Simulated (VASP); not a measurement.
# Cu (Fm-3m) in VASP: a series of runs, part 2 of 2

VASP 6.6.1. The steps go on from the part before.

## (4) Single point, PBEsol

This run uses another cell than the first one, of 11.00 Å³/atom.

The input, INCAR:

```
SYSTEM = Cu
PREC = Accurate ; ENCUT = 600
EDIFF = 1E-6 ; ISMEAR = -1
SIGMA = 0.05 ; LREAL = .False.
LASPH = .True. ; NELM = 120
ALGO = Normal ; ISIF = 2
LWAVE = .False. ; LCHARG = .False.
GGA = PS ; NBANDS = 12
GGA_COMPAT = .False.
```

The input, KPOINTS:

```
regular mesh
0
Gamma
  13 13 13
  0 0 0
```

The input, POSCAR:

```
Cu
1.0
    0.0000000000      1.7651585965      1.7651585965
    1.7651585965      0.0000000000      1.7651585965
    1.7651585965      1.7651585965      0.0000000000
Cu
1
Direct
    0.0000000000      0.0000000000      0.0000000000
```

Potentials or basis: VASP PAW PBE potentials, release 64 (Cu).

The run is started by

```
$ cat potpaw_PBE.64/Cu/POTCAR > POTCAR
$ mpirun -np 1 vasp_std > vasp.out
```

OUTCAR:

```text
SYSTEM = Cu
   PREC = Accurate
   ENCUT = 600
   EDIFF = 1E-6
   ISMEAR = -1
   LREAL = .False.
   LASPH = .True.
   NELM = 120
   ISIF = 2
   GGA = PS

 ion  position               nearest neighbor table
   1  0.000  0.000  0.000-

  LATTYP: Found a face centered cubic cell.
 ALAT       =     3.5303171930

  Lattice vectors:

 A1 = (   0.0000000000,   1.7651585965,   1.7651585965)
 A2 = (   1.7651585965,   0.0000000000,   1.7651585965)
 A3 = (   1.7651585965,   1.7651585965,   0.0000000000)

Analysis of symmetry for initial positions (statically):
=====================================================================
 Subroutine PRICEL returns:
 Original cell was already a primitive cell.

 Routine SETGRP: Setting up the symmetry group for a
 face centered cubic supercell.

 Subroutine GETGRP returns: Found 48 space group operations
 (whereof 48 operations were pure point group operations)
 out of a pool of 48 trial point group operations.

The static configuration has the point symmetry O_h .

Analysis of symmetry for dynamics (positions and initial velocities):
=====================================================================
 Subroutine PRICEL returns:
 Original cell was already a primitive cell.

 Routine SETGRP: Setting up the symmetry group for a
 face centered cubic supercell.

 Subroutine GETGRP returns: Found 48 space group operations
 (whereof 48 operations were pure point group operations)
 out of a pool of 48 trial point group operations.

The dynamic configuration has the point symmetry O_h .

 Subroutine INISYM returns: Found 48 space group operations
 (whereof 48 operations are pure point group operations),
 and found     1 'primitive' translations

----------------------------------------------------------------------------------------

                                     Primitive cell

[... 112 lines left out ...]
   LORBIT       =      0    0 simple, 1 ext, 2 COOP (PROOUT), +10 PAW based schemes
   GGA     = PS    functional components
   LHFCALC =     F    Hartree Fock is set to
   AEXX    =    0.0000 exact exchange contribution
   IVDW    =     0    specifies the selected vdW correction
   LEPSILON=     F    determine dielectric tensor
   LRPA    =     F    only Hartree local field effects (RPA)
 non-spin polarized calculation
  energy-cutoff  :      600.00
  volume of cell :       11.00
 maximum number of plane-waves:       376
   NGX =  9   NGY =  9   NGZ =  9

 number of electron      11.0000004 magnetization

 Free energy of the ion-electron system (eV)
  ---------------------------------------------------
  ext. energy  EPLUGINS =         0.00000000
  ---------------------------------------------------
  free energy    TOTEN  =        -4.30473241 eV

  energy without entropy =       -4.30200855  energy(sigma->0) =       -4.30337048

 E-fermi :   8.4925     XC(G=0): -13.3288

 val. band max:        8.3128811163   @ k =   0.4615   0.2308   0.0000
 cond. band min:       8.5118843313   @ k =   0.4615   0.3077   0.0000
 fundamental gap:      0.1990032150
 Fermi energy:         8.4925387587

 k-point     1 :       0.0000    0.0000    0.0000
  band No.  band energies     occupation
      1      -1.6338      2.00000
      2       5.0537      2.00000
      3       5.0537      2.00000
      4       5.0537      2.00000
      5       5.9822      2.00000
      6       5.9822      2.00000
      7      31.4619      0.00000
      8      34.6357      0.00000
      9      34.6357      0.00000
     10      34.6357      0.00000
     11      37.1903      0.00000
     12      37.1903      0.00000
[... 331 lines left out ...]
 k-point    24 :       0.4615    0.1538    0.0000
  band No.  band energies     occupation
      1       3.0807      2.00000
      2       4.6380      2.00000
      3       5.0503      2.00000
      4       5.3623      2.00000
      5       6.6334      2.00000
      6       7.9591      1.99995
      7      14.7486      0.00000
      8      25.8602      0.00000
      9      27.3318      0.00000
     10      29.5893      0.00000
     11      39.6845      0.00000
     12      39.6945      0.00000

 [... further k-points ...]

------------------------ aborting loop because EDIFF is reached ----------------------------------------

  FORCE on cell =-STRESS in cart. coord.  units (eV):
  Direction    XX          YY          ZZ          XY          YZ          ZX
  --------------------------------------------------------------------------------------
  -------------------------------------------------------------------------------------
  Total        0.3979718      0.3979718      0.3979718      0.0000000     -0.0000000      0.0000000
  in kB       57.9671090     57.9671090     57.9671090      0.0000000     -0.0000000      0.0000000
  external PRESSURE =      57.9671090 kB  Pullay stress =       0.0000000 kB

 VOLUME and BASIS-vectors are now :
 -----------------------------------------------------------------------------
  energy-cutoff  :      600.00
  volume of cell :       11.00
      direct lattice vectors                 reciprocal lattice vectors
     0.000000000  1.765158597  1.765158597    -0.283260666  0.283260666  0.283260666
     1.765158597  0.000000000  1.765158597     0.283260666 -0.283260666  0.283260666
     1.765158597  1.765158597  0.000000000     0.283260666  0.283260666 -0.283260666

 POSITION                                       TOTAL-FORCE (eV/Angst)
 -----------------------------------------------------------------------------------
      0.00000      0.00000      0.00000         0.000000      0.000000      0.000000
 -----------------------------------------------------------------------------------
    total drift:                               -0.000000     -0.000000     -0.000000

  FREE ENERGIE OF THE ION-ELECTRON SYSTEM (eV)
  ---------------------------------------------------
  free  energy   TOTEN  =        -4.3047324119 eV

  energy  without entropy=       -4.3020085481  energy(sigma->0) =       -4.30337048
```

OSZICAR:

```text
N       E                     dE             d eps       ncg     rms          rms(c)
DAV:   1     0.464451427523E+02    0.46445E+02   -0.58758E+03  2228   0.175E+03
DAV:   2    -0.384162797605E+01   -0.50287E+02   -0.46762E+02  2068   0.223E+02
DAV:   3    -0.540673087002E+01   -0.15651E+01   -0.15559E+01  2396   0.445E+01
DAV:   4    -0.541599281298E+01   -0.92619E-02   -0.92603E-02  2292   0.301E+00
DAV:   5    -0.541606486542E+01   -0.72052E-04   -0.72050E-04  2392   0.272E-01    0.847E+00
DAV:   6    -0.470436695095E+01    0.71170E+00   -0.16431E+01  2404   0.793E+01    0.391E+00
DAV:   7    -0.432072631628E+01    0.38364E+00   -0.23867E+00  2404   0.301E+01    0.620E-01
DAV:   8    -0.430636943901E+01    0.14357E-01   -0.51156E-03  2296   0.105E+00    0.300E-01
DAV:   9    -0.430472233592E+01    0.16471E-02   -0.86114E-03  2528   0.162E+00    0.195E-02
DAV:  10    -0.430473159386E+01   -0.92579E-05   -0.25673E-05  2656   0.779E-02    0.568E-03
DAV:  11    -0.430473241188E+01   -0.81802E-06   -0.43559E-07  1696   0.122E-02
   1 F= -.43047324E+01 E0= -.43033705E+01  d E =-.272386E-02
```

stdout:

```text
POSCAR found type information on POSCAR Cu
 POSCAR found :  1 types and       1 ions
 scaLAPACK will be used
 -----------------------------------------------------------------------------
|                                                                             |
|                                                                             |
|     You enforced a specific xc type in the INCAR file but a different       |
|     I HOPE YOU KNOW WHAT YOU ARE DOING!                                     |
|                                                                             |
 -----------------------------------------------------------------------------

 LDA part: xc-table for (Slater+PW92), standard interpolation
 POSCAR, INCAR and KPOINTS ok, starting setup
 FFT: planning ... GRIDC
 FFT: planning ... GRID_SOFT
 FFT: planning ... GRID
 WAVECAR not read
 entering main loop
```

It took 7.9 s on 1 thread of AMD EPYC 7R13 (Zen 3), shared host; peak memory 0.1 GiB.

What came out:

```yaml
Free_energy: -4.3047 eV
Pressure: 5.8 GPa
Band_gap_on_the_k_mesh: zero (an odd number of electrons rules out a gap without spin polarisation)
```

Caveat: the cell stands under pressure; the PAW data sets were made with another functional, which shifts forces and pressure a little.

## (5) Single point, PBEsol

The input, INCAR:

```
  PREC = Accurate
  ENCUT = 600
  EDIFF = 1E-6
  ISMEAR = -1
  SIGMA = 0.05
  LREAL = F
  LASPH = T
  NELM = 120
  ALGO = Normal
  ISIF = 2
  LWAVE = F
  LCHARG = F
  GGA = PS
  NBANDS = 12
  GGA_COMPAT = F
```

The input, KPOINTS:

```
regular mesh
0
Gamma
  13 13 13
```

The input, POSCAR:

```
Cu
1.0
    0.0000000000      1.7813545625      1.7813545625
    1.7813545625      0.0000000000      1.7813545625
    1.7813545625      1.7813545625      0.0000000000
Cu
1
Direct
    0.0000000000      0.0000000000      0.0000000000
```

The run is started by

```
$ cat potpaw_PBE.64/Cu/POTCAR > POTCAR
$ mpirun -np 1 vasp_std > vasp.out
```

It took 7.9 s on 1 thread of AMD EPYC 7R13 (Zen 3), shared host; peak memory 0.1 GiB.

The run converged. Its results:

```yaml
Free_energy: -4.3109 eV
Pressure: 0.8 GPa
Band_gap_on_the_k_mesh: zero (an odd number of electrons rules out a gap without spin polarisation)
```

Levels at points of the mesh, in eV from the Fermi level:
```tsv
k point	band 4	band 5	band 6	band 7	band 8	band 9
(0.00, 0.00, 0.00)	-3.34	-2.45	-2.45	22.76	25.71	25.71
```

Caveat: the PAW data sets were made with another functional, which shifts forces and pressure a little.

## (6) The runs side by side

```tsv
cell	gap on the mesh (eV)	pressure (GPa)
a = 2.519 Å, angles 60.0°, 1 atom	none	0.8
a = 2.510 Å, angles 60.0°, 1 atom	none	2.8
a = 2.496 Å, angles 60.0°, 1 atom	none	5.8
```

Alike in all rows: task single point; level PBEsol; potentials or basis VASP PAW PBE potentials, release 64 (Cu); no spin polarisation; k mesh 13 × 13 × 13; cutoff (eV) 600; smearing fermi-dirac 0.05 eV.

Caveats: the PAW data sets were made with another functional, which shifts forces and pressure a little; the cell stands under pressure (at least some runs).

Total energies depend on the potentials used, so only differences within one code and one set of settings carry meaning.
